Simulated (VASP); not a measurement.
# BaTiO3 (P4mm) in VASP: single point with r2SCAN

Aim: the single point of BaTiO3 with r2SCAN.

Program: VASP 6.6.1. These are calculated values, not measurements. Logs are shortened: lines on timing, memory, paths and dates and some standing lists are left out, and cuts for length are marked.

**1. The cell of the first run**

It takes space group P4mm (No. 99, tetragonal). Conventional cell: a = 3.972 Å, b = 3.972 Å, c = 4.112 Å, α = 90.00°, β = 90.00°, γ = 90.00°. Ba (site symmetry 4mm) has 12 O at 2.79 to 2.92 Å and 8 Ti at 3.44 to 3.53 Å within 3.7 Å. Ti (site symmetry 4mm) has 6 O at 1.97 to 2.14 Å within 2.6 Å. Within 2.6 Å of O (site symmetry 4mm) lie 2 Ti at 1.97 to 2.14 Å. Within 2.6 Å of O (site symmetry 2mm) lie 2 Ti at 1.99 Å.

**2. Single point, r2SCAN (atom 3 (O) moved -0.150 Å along Cartesian [0 0 1])**

The input, POSCAR:

```
BaTiO3
1.0
    3.9723167996      0.0000000000      0.0000000000
    0.0000000000      3.9723167996      0.0000000000
    0.0000000000      0.0000000000      4.1123825565
Ba Ti O
1 1 3
Direct
    0.0000000000      0.0000000000      0.9926109048
    0.5000000000      0.5000000000      0.4745255192
    0.5000000000      0.5000000000     -0.0049015020
    0.5000000000      0.0000000000      0.5146449361
    0.0000000000      0.5000000000      0.5146449361
```

The input, INCAR.step1:

```
SYSTEM = BaTiO3
ALGO     = Normal         ! electronic algorithm
EDIFF    = 1E-4           ! SCF threshold, eV
ENCUT    = 520            ! plane-wave cutoff, eV
GGA      = PE             ! functional
ISMEAR   = 0              ! smearing method
LASPH    = .True.         ! aspherical terms in the spheres
LCHARG   = .False.        ! write CHGCAR
LREAL    = .False.        ! projectors in reciprocal space
LWAVE    = .True.         ! write WAVECAR
NBANDS   = 28             ! bands
NELM     = 60             ! most SCF steps
PREC     = Accurate       ! precision mode
SIGMA    = 0.05           ! smearing width, eV
```

The input, INCAR.step2:

```
SYSTEM = BaTiO3
ALGO     = Normal         ! electronic algorithm
EDIFF    = 1E-7           ! SCF threshold, eV
ENCUT    = 520            ! plane-wave cutoff, eV
ISIF     = 2              ! what is computed and relaxed
ISMEAR   = 0              ! smearing method
ISTART   = 1            
LASPH    = .True.         ! aspherical terms in the spheres
LCHARG   = .False.        ! write CHGCAR
LMIXTAU  = .True.       
LREAL    = .False.        ! projectors in reciprocal space
LWAVE    = .False.        ! write WAVECAR
METAGGA  = R2SCAN         ! meta-GGA
NBANDS   = 28             ! bands
NELM     = 60             ! most SCF steps
PREC     = Accurate       ! precision mode
SIGMA    = 0.05           ! smearing width, eV
```

The input, KPOINTS:

```
k-points
0
Gamma
  8 8 8
  0 0 0
```

Potentials or basis: VASP PAW PBE potentials, release 64 (Ba_sv, Ti_sv, O).

Run with:

```bash
$ cat potpaw_PBE.64/Ba_sv/POTCAR potpaw_PBE.64/Ti_sv/POTCAR potpaw_PBE.64/O/POTCAR > POTCAR
$ cp INCAR.step1 INCAR
$ mpirun -np 1 vasp_std > vasp.out
$ cp INCAR.step2 INCAR
$ mpirun -np 1 vasp_std > vasp.out
```

OUTCAR:

```text
SYSTEM = BaTiO3
   EDIFF = 1E-7
   ENCUT = 520
   ISIF = 2
   ISMEAR = 0
   ISTART = 1
   LASPH = .True.
   LREAL = .False.
   METAGGA = R2SCAN
   NELM = 60
   PREC = Accurate

 ion  position               nearest neighbor table
   1  0.000  0.000  0.993-   4 2.79   5 2.79   5 2.79   4 2.79   3 2.81   3 2.81   3 2.81   3 2.81
                             4 2.92   5 2.92   5 2.92   4 2.92   2 3.44   2 3.44   2 3.44   2 3.44
   2  0.500  0.500  0.475-   3 1.97   4 1.99   5 1.99   4 1.99   5 1.99   3 2.14   1 3.44   1 3.44
                             1 3.44   1 3.44   1 3.53   1 3.53   1 3.53   1 3.53
   3  0.500  0.500  0.995-   2 1.97   2 2.14   1 2.81   1 2.81   1 2.81   1 2.81
   4  0.500  0.000  0.515-   2 1.99   2 1.99   1 2.79   1 2.79   1 2.92   1 2.92
   5  0.000  0.500  0.515-   2 1.99   2 1.99   1 2.79   1 2.79   1 2.92   1 2.92

  LATTYP: Found a simple tetragonal cell.
 ALAT       =     3.9723167996
 C/A-ratio  =     1.0352604699

  Lattice vectors:

 A1 = (   3.9723167996,   0.0000000000,   0.0000000000)
 A2 = (   0.0000000000,   3.9723167996,   0.0000000000)
 A3 = (   0.0000000000,   0.0000000000,   4.1123825565)

Analysis of symmetry for initial positions (statically):
=====================================================================
 Subroutine PRICEL returns:
 Original cell was already a primitive cell.

 Routine SETGRP: Setting up the symmetry group for a
 simple tetragonal supercell.

 Subroutine GETGRP returns: Found  8 space group operations
 (whereof  8 operations were pure point group operations)
 out of a pool of 16 trial point group operations.

The static configuration has the point symmetry C_4v.

Analysis of symmetry for dynamics (positions and initial velocities):
=====================================================================
 Subroutine PRICEL returns:
 Original cell was already a primitive cell.

 Routine SETGRP: Setting up the symmetry group for a
 simple tetragonal supercell.

 Subroutine GETGRP returns: Found  8 space group operations
 (whereof  8 operations were pure point group operations)
 out of a pool of 16 trial point group operations.

The dynamic configuration has the point symmetry C_4v.

 Subroutine INISYM returns: Found  8 space group operations
 (whereof  8 operations are pure point group operations),
 and found     1 'primitive' translations

----------------------------------------------------------------------------------------

                                     Primitive cell

  volume of cell :      64.8905

  direct lattice vectors                    reciprocal lattice vectors
     3.972316800  0.000000000  0.000000000     0.251742258  0.000000000  0.000000000
     0.000000000  3.972316800  0.000000000     0.000000000  0.251742258  0.000000000
     0.000000000  0.000000000  4.112382557     0.000000000  0.000000000  0.243168039

  length of vectors
     3.972316800  3.972316800  4.112382557     0.251742258  0.251742258  0.243168039

  position of ions in fractional coordinates (direct lattice)
     0.000000000  0.000000000  0.992610905
     0.500000000  0.500000000  0.474525519
     0.500000000  0.500000000  0.995098498
     0.500000000  0.000000000  0.514644936
     0.000000000  0.500000000  0.514644936

  ion indices of the primitive-cell ions
   primitive index   ion index
                 1           1
                 2           2
                 3           3
                 4           4
                 5           5

----------------------------------------------------------------------------------------

 KPOINTS: k-points

Automatic generation of k-mesh.
 Grid dimensions read from file:
 generate k-points for:    8    8    8

 Generating k-lattice:

  Cartesian coordinates                     Fractional coordinates (reciprocal lattice)
     0.031467782  0.000000000  0.000000000     0.125000000  0.000000000  0.000000000
     0.000000000  0.031467782  0.000000000     0.000000000  0.125000000  0.000000000
     0.000000000  0.000000000  0.030396005     0.000000000  0.000000000  0.125000000

  Length of vectors
     0.031467782  0.031467782  0.030396005

  Shift w.r.t. Gamma in fractional coordinates (k-lattice)
     0.000000000  0.000000000  0.000000000

 Subroutine IBZKPT returns following result:
 ===========================================

 Found     75 irreducible k-points:

 Following reciprocal coordinates:
            Coordinates               Weight
  0.000000  0.000000  0.000000      1.000000
  0.125000  0.000000  0.000000      4.000000
  0.250000  0.000000  0.000000      4.000000
  0.375000  0.000000  0.000000      4.000000
  0.500000  0.000000  0.000000      2.000000
  0.125000  0.125000  0.000000      4.000000
[... 16 lines left out ...]
  0.375000  0.125000  0.125000     16.000000
  0.500000  0.125000  0.125000      8.000000
 [... further k-points ...]
   k-points           NKPTS =     75   k-points in BZ     NKDIM =     75   number of bands    NBANDS=     28
   number of dos      NEDOS =    301   number of ions     NIONS =      5
   total plane-waves  NPLWV =  28800
   dimension x,y,z NGX =    30 NGY =   30 NGZ =   32
   dimension x,y,z NGXF=    60 NGYF=   60 NGZF=   64
   ions per type =               1   1   3
   NGX,Y,Z   is equivalent  to a cutoff of  12.56, 12.56, 12.94 a.u.
   NGXF,Y,Z  is equivalent  to a cutoff of  25.11, 25.11, 25.87 a.u.
 SYSTEM =  BaTiO3
   PREC   = accura    normal or accurate (medium, high low for compatibility)
   ISTART =      1    job   : 0-new  1-cont  2-samecut
   ICHARG =      0    charge: 1-file 2-atom 10-const
   ISPIN  =      1    spin polarized calculation?
   LNONCOLLINEAR =      F non collinear calculations
   LSORBIT =      F    spin-orbit coupling
   LASPH  =      T    aspherical Exc in radial PAW
   ENCUT  =  520.0 eV  38.22 Ry    6.18 a.u.   7.39  7.39  7.65*2*pi/ulx,y,z
   NELM   =     60;   NELMIN=  2; NELMDL=  0     # of ELM steps
   EDIFF  = 0.1E-06   stopping-criterion for ELM
   LREAL  =      F    real-space projection
   EDIFFG = 0.1E-05   stopping-criterion for IOM
   NSW    =      0    number of steps for IOM
   IBRION =     -1    ionic relax: 0-MD 1-quasi-New 2-CG
   NFREE  =      0    steps in history (QN), initial steepest desc. (CG)
   ISIF   =      2    stress and relaxation
   ISYM   =      2    0-nonsym 1-usesym 2-fastsym
   POTIM  = 0.5000    time-step for ionic-motion
   TEBEG  =    0.0;   TEEND  =   0.0 temperature during run
   PSTRESS=    0.0 pullay stress
   NELECT =      40.0000    total number of electrons
   NUPDOWN=      -1.0000    fix difference up-down
   EMIN   =  10.00;   EMAX   =-10.00  energy-range for DOS
   EFERMI =   0.00;   METHOD = LEGACY
   ISMEAR =     0;   SIGMA  =   0.05  broadening in eV -4-tet -1-fermi 0-gaus
   EFERMI_NEDOS =   21; number of points for ismear=-14 and -15
   IALGO  =     38    algorithm
   IMIX   =      4    mixing-type and parameters
     AMIX     =   0.40;   BMIX     =  1.00
     AMIX_MAG =   1.60;   BMIX_MAG =  1.00
  volume/ion in A,a.u.               =      12.98        87.58
  Fermi-wavevector in a.u.,A,eV,Ry     =   1.393267  2.632893 26.411540  1.941193
  Thomas-Fermi vector in A             =   2.516930
   LORBIT       =      0    0 simple, 1 ext, 2 COOP (PROOUT), +10 PAW based schemes
   METAGGA = R2SCAN    functional components
   LHFCALC =     F    Hartree Fock is set to
   AEXX    =    0.0000 exact exchange contribution
   IVDW    =     0    specifies the selected vdW correction
   LEPSILON=     F    determine dielectric tensor
   LRPA    =     F    only Hartree local field effects (RPA)
 non-spin polarized calculation
 Gauss-broadening in eV      SIGMA  =   0.05
  energy-cutoff  :      520.00
  volume of cell :       64.89
 maximum number of plane-waves:      1779
 NGX is ok and might be reduce to    30
   NGX = 15   NGY = 15   NGZ = 15

 number of electron      39.9999985 magnetization

 Free energy of the ion-electron system (eV)
  ---------------------------------------------------
  ext. energy  EPLUGINS =         0.00000000
  ---------------------------------------------------
  free energy    TOTEN  =       -74.15466504 eV

  energy without entropy =      -74.15466504  energy(sigma->0) =      -74.15466504

 E-fermi :   3.9202     XC(G=0): -11.8508

 val. band max:        3.5121930314   @ k =   0.5000   0.5000   0.5000
 cond. band min:       5.6176913028   @ k =   0.0000   0.0000   0.0000
 fundamental gap:      2.1054982714
 Fermi energy:         3.9201832351

 k-point     1 :       0.0000    0.0000    0.0000
  band No.  band energies     occupation
      1     -55.4576      2.00000
      2     -30.6135      2.00000
      3     -30.6135      2.00000
      4     -30.6121      2.00000
      5     -22.0594      2.00000
      6     -14.4150      2.00000
[... 20 lines left out ...]
     27       9.2197      0.00000
     28      11.5535      0.00000

 k-point     2 :       0.1250    0.0000    0.0000
  band No.  band energies     occupation
      1     -55.4574      2.00000
      2     -30.6226      2.00000
      3     -30.6132      2.00000
      4     -30.6117      2.00000
      5     -22.0406      2.00000
      6     -14.4080      2.00000
[... 20 lines left out ...]
     27       9.5223      0.00000
     28      11.9287      0.00000

 k-point     3 :       0.2500    0.0000    0.0000
  band No.  band energies     occupation
      1     -55.4569      2.00000
      2     -30.6444      2.00000
      3     -30.6124      2.00000
      4     -30.6109      2.00000
      5     -21.9943      2.00000
      6     -14.4446      2.00000
[... 20 lines left out ...]
     27      10.2857      0.00000
     28      12.3893      0.00000

 k-point     4 :       0.3750    0.0000    0.0000
  band No.  band energies     occupation
      1     -55.4565      2.00000
      2     -30.6661      2.00000
      3     -30.6116      2.00000
      4     -30.6102      2.00000
      5     -21.9471      2.00000
      6     -14.5342      2.00000
[... 578 lines left out ...]
     27      10.6888      0.00000
     28      12.4251      0.00000

 k-point    23 :       0.3750    0.1250    0.1250
  band No.  band energies     occupation
      1     -55.4562      2.00000
      2     -30.6654      2.00000
      3     -30.6205      2.00000
      4     -30.6155      2.00000
      5     -21.9244      2.00000
      6     -14.4138      2.00000
[... 20 lines left out ...]
     27      11.5960      0.00000
     28      12.6997      0.00000

 k-point    24 :       0.5000    0.1250    0.1250
  band No.  band energies     occupation
      1     -55.4560      2.00000
      2     -30.6742      2.00000
      3     -30.6202      2.00000
      4     -30.6152      2.00000
      5     -21.9064      2.00000
      6     -14.4441      2.00000
[... 20 lines left out ...]
     27      12.0116      0.00000
     28      12.8407      0.00000

 [... further k-points ...]

------------------------ aborting loop because EDIFF is reached ----------------------------------------

  FORCE on cell =-STRESS in cart. coord.  units (eV):
  Direction    XX          YY          ZZ          XY          YZ          ZX
  --------------------------------------------------------------------------------------
  -------------------------------------------------------------------------------------
  Total        0.4025757      0.4025757     -1.9428478      0.0000000     -0.0000000      0.0000000
  in kB        9.9397816      9.9397816    -47.9698224      0.0000000     -0.0000000      0.0000000
  external PRESSURE =      -9.3634197 kB  Pullay stress =       0.0000000 kB

 VOLUME and BASIS-vectors are now :
 -----------------------------------------------------------------------------
  energy-cutoff  :      520.00
  volume of cell :       64.89
      direct lattice vectors                 reciprocal lattice vectors
     3.972316800  0.000000000  0.000000000     0.251742258  0.000000000  0.000000000
     0.000000000  3.972316800  0.000000000     0.000000000  0.251742258  0.000000000
     0.000000000  0.000000000  4.112382557     0.000000000  0.000000000  0.243168039

 POSITION                                       TOTAL-FORCE (eV/Angst)
 -----------------------------------------------------------------------------------
      0.00000      0.00000      4.08200        -0.000000      0.000000     -0.124743
      1.98616      1.98616      1.95143        -0.000000     -0.000000      0.083959
      1.98616      1.98616      4.09223        -0.000000      0.000000      1.290636
      1.98616      0.00000      2.11642        -0.000000      0.000000     -0.624926
      0.00000      1.98616      2.11642         0.000000      0.000000     -0.624926
 -----------------------------------------------------------------------------------
    total drift:                                0.000000      0.000000     -0.018280

  FREE ENERGIE OF THE ION-ELECTRON SYSTEM (eV)
  ---------------------------------------------------
  free  energy   TOTEN  =       -74.1546650410 eV

  energy  without entropy=      -74.1546650410  energy(sigma->0) =      -74.15466504
```

Wall time 7.4 min (1 thread of Intel Xeon Platinum 8488C (Sapphire Rapids), shared host); peak memory 0.27 GiB.

What came out:

```yaml
Free_energy: -74.1547 eV
Pressure: -0.9 GPa
Largest_force: 1.291 eV/Å
Band_gap_on_the_k_mesh: 2.11 eV, indirect (least direct gap 2.44 eV)
```

Forces on the atoms (eV/Å):
```
Ba   0.000  0.000 -0.125
Ti   0.000  0.000  0.084
O    0.000  0.000  1.291
O    0.000  0.000 -0.625
O    0.000  0.000 -0.625
```

Caveat: the cell differs from its parent crystal (atom 3 (O) moved -0.150 Å along Cartesian [0 0 1]); the PAW data sets were made with another functional, which shifts forces and pressure a little; spin-orbit coupling is left out, which moves the levels of the heavy elements. A k mesh can miss the band edges.
